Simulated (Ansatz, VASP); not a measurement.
## One calculation of LiF, two programs

File INCAR:

```
  ALGO = Normal
  EDIFF = 1E-6
  ENCUT = 520
  GGA = PE
  ISIF = 2
  ISMEAR = -1
  LASPH = True
  LCHARG = False
  LREAL = False
  LWAVE = False
  NBANDS = 18
  NELM = 100
  PREC = Accurate
  SIGMA = 0.02
```

The input KPOINTS:

```
k-points
0
Gamma
  12 12 6
```

POSCAR

```
LiF
1.0
    3.0810131961      0.0000000000      0.0000000000
   -1.5405065980      2.6682356972      0.0000000000
    0.0000000000      0.0000000000      4.7853416872
Li F
2 2
Direct
    0.3333333333      0.6666666667     -0.0074306400
    0.6666666667      0.3333333333      0.4925693600
    0.3333333333      0.6666666667      0.3824306400
    0.6666666667      0.3333333333      0.8824306400
```

Input for Ansatz:

```yaml
crystal:
  lattice:
    - [3.0810131961, 0.0, 0.0]
    - [-1.540506598, 2.6682356972, 0.0]
    - [0.0, 0.0, 4.7853416872]
  atoms:
    - { symbol: Li, position: [0.3333333333, 0.6666666667, -0.00743064] }
    - { symbol: Li, position: [0.6666666667, 0.3333333333, 0.49256936] }
    - { symbol: F, position: [0.3333333333, 0.6666666667, 0.38243064] }
    - { symbol: F, position: [0.6666666667, 0.3333333333, 0.88243064] }
kpoints:
  mp_grid: { grid: [12, 12, 6] }
  band_path:
    path:
      - [[0.0, 0.0, 0.0], [0.5, -1.714442083092e-18, -2.543478419079e-35], [0.3333333333333, 0.3333333333333, -5.086956838159e-35], [0.0, 0.0, 0.0], [0.0, -8.534368062148e-52, 0.5], [0.5, -1.714442083092e-18, 0.5], [0.3333333333333, 0.3333333333333, 0.5], [0.0, -8.534368062148e-52, 0.5]]
      - [[0.5, -1.714442083092e-18, 0.5], [0.5, -1.714442083092e-18, -2.543478419079e-35]]
      - [[0.3333333333333, 0.3333333333333, 0.5], [0.3333333333333, 0.3333333333333, -5.086956838159e-35]]
    npoints: 10
hamiltonian:
  xc: pbe
scf:
  occupations: { method: fermi_dirac, width: 0.02 }
  n_extra_bands: 5
output:
  forces: true
  stress: true
  eigenvalues: true
  write_density: true
  write_potential: true
  elf: true
  volumetric_format: npy
```

Alike in both runs: task single point; functional PBE; k mesh 12 × 12 × 6; occupations fermi-dirac, width 0.02 eV; no spin polarisation.

|  | VASP | Ansatz |
| --- | --- | --- |
| version | VASP 6.6.1 | Ansatz 0.2.0 |
| potentials or method | VASP PAW PBE potentials, release 64 (Li_sv, F) | plane waves, PAW |
| plane-wave cutoff (eV) | 520 | 420 |
| valence electrons in the cell | 20 | 20 |

|  | VASP | Ansatz | Ansatz less VASP |
| --- | --- | --- | --- |
| gap on the k mesh at the Fermi level (eV) | 7.84 | 7.85 | +0.013 |

Noted on VASP's run: the cutoff is short for stress, so the pressure is rough.
